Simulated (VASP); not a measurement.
Write the native input for VASP 6.6.1 that does the following.

```
Task                   : single point
Functional             : PBE
Potentials or basis    : VASP PAW PBE potentials, release 64 (Ga_d, O)
Cutoff                 : 520 eV
k mesh                 : 10 × 10 × 6
Occupations            : gaussian, width 0.02 eV
Spin                   : no spin polarisation
Dipole correction      : no
Further INCAR settings : ALGO = Normal; EDIFF = 1e-06; NBANDS = 55
```

The structure of Ga2O3 lies in POSCAR:

```
Ga2O3
1.0
    6.2270969509     -1.5416465331      0.0062237377
    6.2270969509      1.5416465331      0.0062237377
   -1.3979837197      0.0000000000      5.7089372637
Ga O
4 6
Direct
    0.3414969633      0.3414969633      0.6858233480
    0.6585030367      0.6585030367      0.3141766520
    0.9100736975      0.9100736975      0.2052722653
    0.0899263025      0.0899263025      0.7947277347
    0.5039752966      0.5039752966      0.7433114551
    0.4960247034      0.4960247034      0.2566885449
    0.8263047162      0.8263047162      0.4356657563
    0.1736952838      0.1736952838      0.5643342437
    0.1635091314      0.1635091314      0.1092019207
    0.8364908686      0.8364908686      0.8907980793
```

These files were run (other wordings do the same):

INCAR

```
PREC = Accurate
ENCUT = 520
EDIFF = 1E-6
ISMEAR = 0
SIGMA = 0.02
LREAL = False
LASPH = True
NELM = 60
ALGO = Normal
ISIF = 2
LWAVE = False
LCHARG = False
GGA = PE
NBANDS = 55
```

KPOINTS

```
Automatic mesh
0
Gamma
  10 10 6
```

Potentials or basis: VASP PAW PBE potentials, release 64 (Ga_d, O).

Launch:

```console
$ cat potpaw_PBE.64/Ga_d/POTCAR potpaw_PBE.64/O/POTCAR > POTCAR
$ mpirun -np 1 vasp_std > vasp.out
```

It gave:

```
Pressure               : 0.6 GPa
Largest force          : 0.026 eV/Å
Band gap on the k mesh : 1.99 eV (least direct gap 2.02 eV)
```

Run time: 48 min on 1 thread of Oxide Virtual Turin-like Processor (shared host), peak memory 0.8 GiB.
